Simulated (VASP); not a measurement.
Input of a VASP 6.6.1 run:

File INCAR:

```
  PREC = Accurate
  ENCUT = 520
  EDIFF = 1E-6
  ISMEAR = 0
  SIGMA = 0.05
  LREAL = F
  LASPH = T
  NELM = 60
  ALGO = Fast
  ISIF = 2
  LWAVE = F
  LCHARG = F
  GGA = PE
  NBANDS = 30
```

File KPOINTS:

```
Automatic mesh
0
Gamma
  10 10 6
```

File POSCAR:

```
ReBi
1.0
    4.4442080904      0.0000000000      0.0000000000
   -2.2221040452      3.8487971059      0.0000000000
    0.0000000000      0.0000000000      5.0303197137
Re Bi
2 2
Direct
    0.0000000000      0.0000000000      0.0000000000
    0.0000000000      0.0000000000      0.5000000000
    0.3333333333      0.6666666667      0.2500000000
    0.6666666667      0.3333333333      0.7500000000
```

Potentials or basis: VASP PAW PBE potentials, release 64 (Re, Bi_d).

Command:

```console
$ cat potpaw_PBE.64/Re/POTCAR potpaw_PBE.64/Bi_d/POTCAR > POTCAR
$ mpirun -np 1 vasp_std > vasp.out
```

Question: Predict the pressure.

Answer: 7.9 GPa.

Question: Estimate the band gap on the k mesh.

Answer: Zero (bands 22 and 23 overlap by 1.25 eV).

Stress tensor (GPa, compression positive):
```
8.00 0.00 0.00
0.00 8.00 0.00
0.00 0.00 7.64
```

Caveat: the cell stands under pressure; spin-orbit coupling is left out, which moves the levels of the heavy elements.
